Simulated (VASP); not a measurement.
Set up this calculation in VASP 6.6.1, as the native input.

```yaml
Task: single point
Functional: BLYP
Dispersion: D4
Potentials_or_basis: VASP PAW PBE potentials, release 64 (Sr_sv, O)
Cutoff: 520 eV
k_mesh: 9 × 9 × 9
Occupations: fermi-dirac, width 0.05 eV
Spin: no spin polarisation
Dipole_correction: no
Further_INCAR_settings: ALGO = Normal; EDIFF = 1e-06; NBANDS = 15
```

The structure of SrO lies in POSCAR:

```
SrO
1.0
    0.0000000000      2.6166323862      2.6166323862
    2.6166323862      0.0000000000      2.6166323862
    2.6166323862      2.6166323862      0.0000000000
Sr O
1 1
Direct
    0.5000000000      0.5000000000      0.5000000000
    0.0000000000      0.0000000000      0.0000000000
```

One way to write it, as run:

INCAR

```
SYSTEM = SrO
AGGAC = 1.0
AGGAX = 1.0
ALDAC = 0.0
ALDAX = 1.0
ALGO = Normal
EDIFF = 1E-6
ENCUT = 520
GGA = B5
ISIF = 2
ISMEAR = -1
IVDW = 13
LASPH = .TRUE.
LCHARG = .FALSE.
LREAL = .FALSE.
LWAVE = .FALSE.
NBANDS = 15
NELM = 60
PREC = Accurate
SIGMA = 0.05
VDW_A1 = 0.44488865
VDW_A2 = 4.0933009
VDW_S6 = 1.0
VDW_S8 = 2.34076671
```

KPOINTS

```
k-points
0
G
  9 9 9
  0 0 0
```

Potentials or basis: VASP PAW PBE potentials, release 64 (Sr_sv, O).

Command:

```console
$ cat potpaw_PBE.64/Sr_sv/POTCAR potpaw_PBE.64/O/POTCAR > POTCAR
$ mpirun -np 1 vasp_std > vasp.out
```

Results of the run:

| Quantity | Value |
| --- | --- |
| Pressure | -1.7 GPa |
| Band gap on the k mesh | 3.47 eV, indirect (least direct gap 3.59 eV) |
| Dispersion energy per atom | -0.292 eV |

Caveat: the PAW data sets were made with another functional, which shifts forces and pressure a little.

It took 22 s on 1 thread of Intel(R) Xeon(R) Platinum 8375C CPU @ 2.90GHz (Ice Lake), on a shared host, peak memory 0.16 GiB.
